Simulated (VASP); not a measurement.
# TaN (sol) (P-6m2) in VASP: a series of runs

TaN (sol) is run at these levels: PBEsol; tasks: single point, relaxation of cell and atoms.

Everything below comes from runs of VASP 6.6.1. Logs are shortened: lines on timing, memory, paths and dates and some standing lists are left out, and cuts for length are marked.

## 1. The cell of the first run

The structure is hexagonal, space group P-6m2 (No. 187). The conventional cell has a = 2.924 Å, b = 2.924 Å, c = 2.870 Å, α = 90.00°, β = 90.00°, γ = 120.00°. Within 2.9 Å of Ta (site symmetry -6m2) lie 6 N at 2.22 Å and 2 Ta at 2.87 Å. N (site symmetry -6m2) has 6 Ta at 2.22 Å and 2 N at 2.87 Å within 2.9 Å.

## 2. Single point, PBEsol

File INCAR:

```
SYSTEM = TaN
ALGO = Normal
EDIFF = 1E-7
ENCUT = 520
GGA = PS
ISIF = 2
ISMEAR = -1
LASPH = .TRUE.
LCHARG = .FALSE.
LREAL = .FALSE.
LWAVE = .FALSE.
NBANDS = 15
NELM = 80
PREC = Accurate
SIGMA = 0.15
```

File KPOINTS:

```
k-points
0
G
  18 18 14
  0 0 0
```

File POSCAR:

```
TaN
1.0
    2.9241535615      0.0000000000      0.0000000000
   -1.4620767808      2.5323912688      0.0000000000
    0.0000000000      0.0000000000      2.8699297045
Ta N
1 1
Direct
    0.0000000000      0.0000000000      0.5000000000
    0.6666666667      0.3333333333      0.0000000000
```

Potentials or basis: VASP PAW PBE potentials, release 64 (Ta_pv, N).

The run is started by

```bash
> cat potpaw_PBE.64/Ta_pv/POTCAR potpaw_PBE.64/N/POTCAR > POTCAR
> mpirun -np 1 vasp_std > vasp.out
```

OUTCAR:

```text
SYSTEM = TaN
   EDIFF = 1E-7
   ENCUT = 520
   GGA = PS
   ISIF = 2
   ISMEAR = -1
   LASPH = .TRUE.
   LREAL = .FALSE.
   NELM = 80
   PREC = Accurate

 ion  position               nearest neighbor table
   1  0.000  0.000  0.500-   2 2.22   2 2.22   2 2.22   2 2.22   2 2.22   2 2.22
   2  0.667  0.333  0.000-   1 2.22   1 2.22   1 2.22   1 2.22   1 2.22   1 2.22

  LATTYP: Found a hexagonal cell.
 ALAT       =     2.9241535615
 C/A-ratio  =     0.9814565631

  Lattice vectors:

 A1 = (   2.9241535615,   0.0000000000,   0.0000000000)
 A2 = (  -1.4620767808,   2.5323912688,   0.0000000000)
 A3 = (   0.0000000000,   0.0000000000,   2.8699297045)

Analysis of symmetry for initial positions (statically):
=====================================================================
 Subroutine PRICEL returns:
 Original cell was already a primitive cell.

 Routine SETGRP: Setting up the symmetry group for a
 hexagonal supercell.

 Subroutine GETGRP returns: Found 12 space group operations
 (whereof 12 operations were pure point group operations)
 out of a pool of 24 trial point group operations.

The static configuration has the point symmetry D_3h.

Analysis of symmetry for dynamics (positions and initial velocities):
=====================================================================
 Subroutine PRICEL returns:
 Original cell was already a primitive cell.

 Routine SETGRP: Setting up the symmetry group for a
 hexagonal supercell.

 Subroutine GETGRP returns: Found 12 space group operations
 (whereof 12 operations were pure point group operations)
 out of a pool of 24 trial point group operations.

The dynamic configuration has the point symmetry D_3h.

 Subroutine INISYM returns: Found 12 space group operations
 (whereof 12 operations are pure point group operations),
 and found     1 'primitive' translations

----------------------------------------------------------------------------------------

                                     Primitive cell

  volume of cell :      21.2521

  direct lattice vectors                    reciprocal lattice vectors
     2.924153561  0.000000000  0.000000000     0.341979304  0.197441843  0.000000000
    -1.462076781  2.532391269  0.000000000     0.000000000  0.394883687  0.000000000
     0.000000000  0.000000000  2.869929705     0.000000000  0.000000000  0.348440590

  length of vectors
     2.924153561  2.924153562  2.869929705     0.394883687  0.394883687  0.348440590

  position of ions in fractional coordinates (direct lattice)
     0.000000000  0.000000000  0.500000000
     0.666666667  0.333333333  0.000000000

  ion indices of the primitive-cell ions
   primitive index   ion index
                 1           1
                 2           2

----------------------------------------------------------------------------------------

 KPOINTS: k-points

Automatic generation of k-mesh.
 Grid dimensions read from file:
 generate k-points for:   18   18   14

 Generating k-lattice:

  Cartesian coordinates                     Fractional coordinates (reciprocal lattice)
     0.018998850  0.010968991  0.000000000     0.055555556  0.000000000  0.000000000
     0.000000000  0.021937983  0.000000000     0.000000000  0.055555556  0.000000000
     0.000000000  0.000000000  0.024888614     0.000000000  0.000000000  0.071428571

  Length of vectors
     0.021937983  0.021937983  0.024888614

  Shift w.r.t. Gamma in fractional coordinates (k-lattice)
     0.000000000  0.000000000  0.000000000

 Subroutine IBZKPT returns following result:
 ===========================================

 Found    296 irreducible k-points:

 Following reciprocal coordinates:
            Coordinates               Weight
  0.000000  0.000000  0.000000      1.000000
  0.055556  0.000000  0.000000      6.000000
  0.111111  0.000000  0.000000      6.000000
  0.166667  0.000000  0.000000      6.000000
  0.222222  0.000000  0.000000      6.000000
  0.277778  0.000000  0.000000      6.000000
[... 16 lines left out ...]
  0.333333  0.111111  0.000000     12.000000
  0.388889  0.111111  0.000000     12.000000
 [... further k-points ...]
   k-points           NKPTS =    296   k-points in BZ     NKDIM =    296   number of bands    NBANDS=     15
   number of dos      NEDOS =    301   number of ions     NIONS =      2
   total plane-waves  NPLWV =  13824
   dimension x,y,z NGX =    24 NGY =   24 NGZ =   24
   dimension x,y,z NGXF=    48 NGYF=   48 NGZF=   48
   ions per type =               1   1
   NGX,Y,Z   is equivalent  to a cutoff of  13.64, 13.64, 13.90 a.u.
   NGXF,Y,Z  is equivalent  to a cutoff of  27.29, 27.29, 27.80 a.u.
 SYSTEM =  TaN
   PREC   = accura    normal or accurate (medium, high low for compatibility)
   ISTART =      0    job   : 0-new  1-cont  2-samecut
   ICHARG =      2    charge: 1-file 2-atom 10-const
   ISPIN  =      1    spin polarized calculation?
   LNONCOLLINEAR =      F non collinear calculations
   LSORBIT =      F    spin-orbit coupling
   LASPH  =      T    aspherical Exc in radial PAW
   ENCUT  =  520.0 eV  38.22 Ry    6.18 a.u.   5.44  5.44  5.34*2*pi/ulx,y,z
   NELM   =     80;   NELMIN=  2; NELMDL= -5     # of ELM steps
   EDIFF  = 0.1E-06   stopping-criterion for ELM
   LREAL  =      F    real-space projection
   EDIFFG = 0.1E-05   stopping-criterion for IOM
   NSW    =      0    number of steps for IOM
   IBRION =     -1    ionic relax: 0-MD 1-quasi-New 2-CG
   NFREE  =      0    steps in history (QN), initial steepest desc. (CG)
   ISIF   =      2    stress and relaxation
   ISYM   =      2    0-nonsym 1-usesym 2-fastsym
   POTIM  = 0.5000    time-step for ionic-motion
   TEBEG  =    0.0;   TEEND  =   0.0 temperature during run
   PSTRESS=    0.0 pullay stress
   NELECT =      16.0000    total number of electrons
   NUPDOWN=      -1.0000    fix difference up-down
   EMIN   =  10.00;   EMAX   =-10.00  energy-range for DOS
   EFERMI =   0.00;   METHOD = LEGACY
   ISMEAR =    -1;   SIGMA  =   0.15  broadening in eV -4-tet -1-fermi 0-gaus
   EFERMI_NEDOS =   21; number of points for ismear=-14 and -15
   IALGO  =     38    algorithm
   IMIX   =      4    mixing-type and parameters
     AMIX     =   0.40;   BMIX     =  1.00
     AMIX_MAG =   1.60;   BMIX_MAG =  1.00
  volume/ion in A,a.u.               =      10.63        71.71
  Fermi-wavevector in a.u.,A,eV,Ry     =   1.489295  2.814360 30.177718  2.218000
  Thomas-Fermi vector in A             =   2.602222
   LORBIT       =      0    0 simple, 1 ext, 2 COOP (PROOUT), +10 PAW based schemes
   GGA     = PS    functional components
   LHFCALC =     F    Hartree Fock is set to
   AEXX    =    0.0000 exact exchange contribution
   IVDW    =     0    specifies the selected vdW correction
   LEPSILON=     F    determine dielectric tensor
   LRPA    =     F    only Hartree local field effects (RPA)
 non-spin polarized calculation
  energy-cutoff  :      520.00
  volume of cell :       21.25
 maximum number of plane-waves:       599
 NGX is ok and might be reduce to    24
   NGX = 11   NGY = 11   NGZ = 11

 number of electron      16.0000000 magnetization

 Free energy of the ion-electron system (eV)
  ---------------------------------------------------
  ext. energy  EPLUGINS =         0.00000000
  ---------------------------------------------------
  free energy    TOTEN  =       -23.80897600 eV

  energy without entropy =      -23.79919320  energy(sigma->0) =      -23.80408460

 E-fermi :   8.2668     XC(G=0): -13.5816

 val. band max:        8.2435920924   @ k =   0.0556   0.0000   0.5000
 cond. band min:       8.2720909295   @ k =   0.0556   0.0000   0.4286
 fundamental gap:      0.0284988372
 Fermi energy:         8.2668301096

 k-point     1 :       0.0000    0.0000    0.0000
  band No.  band energies     occupation
      1     -26.4977      2.00000
      2     -26.2227      2.00000
      3     -26.2227      2.00000
      4      -9.6045      2.00000
      5       3.6158      2.00000
      6       3.6158      2.00000
      7       3.9476      2.00000
      8       5.3125      2.00000
      9      10.5605      0.00000
     10      11.9021      0.00000
     11      11.9021      0.00000
     12      12.3006      0.00000
     13      12.3006      0.00000
     14      21.3392      0.00000
     15      21.7444      0.00000

 k-point     2 :       0.0556    0.0000    0.0000
  band No.  band energies     occupation
      1     -26.4932      2.00000
      2     -26.2588      2.00000
      3     -26.2303      2.00000
      4      -9.5372      2.00000
      5       3.4023      2.00000
      6       3.6666      2.00000
      7       4.0527      2.00000
      8       5.2148      2.00000
      9      10.8073      0.00000
     10      11.7570      0.00000
     11      11.9109      0.00000
     12      12.2662      0.00000
     13      12.3919      0.00000
     14      21.3331      0.00000
     15      21.7386      0.00000

 k-point     3 :       0.1111    0.0000    0.0000
  band No.  band energies     occupation
      1     -26.4800      2.00000
      2     -26.3614      2.00000
      3     -26.2522      2.00000
      4      -9.3431      2.00000
      5       2.9014      2.00000
      6       3.8114      2.00000
      7       4.2964      2.00000
      8       4.9493      2.00000
      9      11.2892      0.00000
     10      11.5432      0.00000
     11      11.9465      0.00000
     12      12.1683      0.00000
     13      12.6292      0.00000
     14      21.3124      0.00000
     15      21.7247      0.00000
[... 343 lines left out ...]
 k-point    23 :       0.3333    0.1111    0.0000
  band No.  band energies     occupation
      1     -27.1737      2.00000
      2     -26.5174      2.00000
      3     -26.3574      2.00000
      4      -7.4248      2.00000
      5       0.2472      2.00000
      6       3.1751      2.00000
      7       4.0604      2.00000
      8       5.8644      2.00000
      9      10.6666      0.00000
     10      10.7045      0.00000
     11      13.1886      0.00000
     12      14.3122      0.00000
     13      16.0779      0.00000
     14      21.3844      0.00000
     15      21.7654      0.00000

 k-point    24 :       0.3889    0.1111    0.0000
  band No.  band energies     occupation
      1     -27.2498      2.00000
      2     -26.5447      2.00000
      3     -26.3448      2.00000
      4      -7.2068      2.00000
      5       0.0539      2.00000
      6       3.0341      2.00000
      7       3.9282      2.00000
      8       5.9209      2.00000
      9      10.5639      0.00000
     10      11.3654      0.00000
     11      12.9035      0.00000
     12      14.3913      0.00000
     13      16.9706      0.00000
     14      20.4998      0.00000
     15      21.6945      0.00000

 [... further k-points ...]

------------------------ aborting loop because EDIFF is reached ----------------------------------------

  FORCE on cell =-STRESS in cart. coord.  units (eV):
  Direction    XX          YY          ZZ          XY          YZ          ZX
  --------------------------------------------------------------------------------------
  -------------------------------------------------------------------------------------
  Total        0.1104025      0.1104025      0.1418601     -0.0000000     -0.0000000      0.0000000
  in kB        8.3231440      8.3231440     10.6946964     -0.0000000     -0.0000000      0.0000000
  external PRESSURE =       9.1136615 kB  Pullay stress =       0.0000000 kB

 VOLUME and BASIS-vectors are now :
 -----------------------------------------------------------------------------
  energy-cutoff  :      520.00
  volume of cell :       21.25
      direct lattice vectors                 reciprocal lattice vectors
     2.924153561  0.000000000  0.000000000     0.341979304  0.197441843  0.000000000
    -1.462076781  2.532391269  0.000000000     0.000000000  0.394883687  0.000000000
     0.000000000  0.000000000  2.869929705     0.000000000  0.000000000  0.348440590

 POSITION                                       TOTAL-FORCE (eV/Angst)
 -----------------------------------------------------------------------------------
      0.00000      0.00000      1.43496        -0.000000      0.000000      0.000000
      1.46208      0.84413      0.00000         0.000000      0.000000      0.000000
 -----------------------------------------------------------------------------------
    total drift:                               -0.000000      0.000000      0.000000

  FREE ENERGIE OF THE ION-ELECTRON SYSTEM (eV)
  ---------------------------------------------------
  free  energy   TOTEN  =       -23.8089760018 eV

  energy  without entropy=      -23.7991931961  energy(sigma->0) =      -23.80408460
```

Wall time 89 s (1 thread of AMD EPYC 7R43 (Zen 3), shared host); peak memory 0.18 GiB.

What came out:

```yaml
Free_energy: -23.8090 eV
Pressure: 0.9 GPa
Band_gap_on_the_k_mesh: zero (band 8 reaches 8.48 eV, above the bottom of band 9 at 8.13 eV)
```

Stress tensor (GPa, compression positive):
```
0.83 0.00 0.00
0.00 0.83 0.00
0.00 0.00 1.07
```

Caveat: the PAW data sets were made with another functional, which shifts forces and pressure a little; spin-orbit coupling is left out, which moves the levels of the heavy elements.

## 3. Relaxation of cell and atoms, PBEsol

File INCAR:

```
SYSTEM = TaN
PREC = Accurate
ENCUT = 600
EDIFF = 1E-6
ISMEAR = -1
SIGMA = 0.15
LREAL = .FALSE.
LASPH = .TRUE.
NELM = 60
ALGO = Normal
ISIF = 3
LWAVE = .FALSE.
LCHARG = .FALSE.
GGA = PS
IBRION = 2
NSW = 80
EDIFFG = -0.001
```

File KPOINTS:

```
Automatic mesh
0
G
  18 18 14
  0 0 0
```

File POSCAR:

```
TaN
1.0
    2.9238695490      0.0000000000      0.0000000000
   -1.4619347745      2.5321453068      0.0000000000
    0.0000000000      0.0000000000      2.8704928543
Ta N
1 1
Direct
    0.0000000000      0.0000000000      0.5000000000
    0.6666666667      0.3333333333      0.0000000000
```

Potentials or basis: VASP PAW PBE potentials, release 64 (Ta_pv, N).

The run is started by

```bash
> cat potpaw_PBE.64/Ta_pv/POTCAR potpaw_PBE.64/N/POTCAR > POTCAR
> mpirun -np 1 vasp_std > vasp.out
```

It took 3.5 min on 1 thread of Intel Xeon Platinum 8488C (Sapphire Rapids), shared host; peak memory 0.23 GiB.

Results (log left out):

| Quantity | Value |
| --- | --- |
| Free energy | -23.8114 eV |
| Relaxed volume | 10.65 Å³/atom |
| Relaxed cell | a = 2.926 Å, b = 2.926 Å, c = 2.872 Å, α = 90.00°, β = 90.00°, γ = 120.00° |
| Space group after relaxing (to 0.05 Å) | P-6m2 (No. 187) |
| Energy gained by relaxing | 0.1 meV/atom |
| Ionic steps | 23 |
| Pressure after relaxing | 0.0 GPa |
| Band gap on the k mesh | zero (band 8 reaches 8.45 eV, above the bottom of band 9 at 8.11 eV) |

Step by step:
```
step  energy change (eV)  largest force (eV/Å)  pressure (GPa)  volume (Å³)
   1              0.0000                0.0000            0.79        21.25
   2              0.0006                0.0000           -1.91        21.41
   3             -0.0001                0.0000            0.01        21.30
   4             -0.0001                0.0000            0.02        21.30
   5              0.0001                0.0000           -0.91        21.36
   6             -0.0001                0.0000           -0.09        21.30
   7             -0.0001                0.0000            0.24        21.28
   8             -0.0001                0.0000            0.07        21.29
   9             -0.0001                0.0000            0.07        21.30
  10             -0.0001                0.0000            0.04        21.30
  11             -0.0001                0.0000            0.01        21.30
  12             -0.0001                0.0000           -0.01        21.30
  13             -0.0001                0.0000           -0.01        21.30
  14             -0.0001                0.0000            0.00        21.30
  15             -0.0001                0.0000            0.00        21.30
  16             -0.0001                0.0000            0.00        21.30
  17             -0.0001                0.0000            0.01        21.30
  18             -0.0001                0.0000           -0.03        21.30
  19             -0.0001                0.0000           -0.01        21.30
  20             -0.0001                0.0000           -0.01        21.30
  21             -0.0001                0.0000           -0.01        21.30
  22             -0.0001                0.0000           -0.01        21.30
  23             -0.0001                0.0000           -0.01        21.30
```

Final structure:
```cif
data_structure
_symmetry_space_group_name_H-M 'P 1'
_symmetry_Int_Tables_number 1
_cell_length_a 2.9261
_cell_length_b 2.9261
_cell_length_c 2.8724
_cell_angle_alpha 90.000
_cell_angle_beta 90.000
_cell_angle_gamma 120.000
_cell_volume 21.30
loop_
_atom_site_label
_atom_site_type_symbol
_atom_site_fract_x
_atom_site_fract_y
_atom_site_fract_z
_atom_site_occupancy
Ta1 Ta 0.00000 0.00000 0.50000 1
N1 N 0.66667 0.33333 0.00000 1
```

Levels at points of the mesh, in eV from the Fermi level:
```
           k point  band 4  band 5  band 6  band 7  band 8  band 9  band 10  band 11  band 12
(0.00, 0.00, 0.00)  -17.85   -4.64   -4.64   -4.31   -2.95    2.28     3.62     3.62     4.02
(0.50, 0.00, 0.00)  -15.48   -8.41   -5.29   -3.58   -3.21    3.01     4.09     5.25     5.37
(0.00, 0.00, 0.50)  -15.10   -9.49   -3.81   -3.81   -0.13   -0.13     2.44     3.31     3.31
(0.50, 0.00, 0.50)  -15.82   -7.44   -6.28   -5.79   -0.35    4.21     5.43     6.15     7.18
```

Caveat: the PAW data sets were made with another functional, which shifts forces and pressure a little; spin-orbit coupling is left out, which moves the levels of the heavy elements.

[end of part 1 of 2]
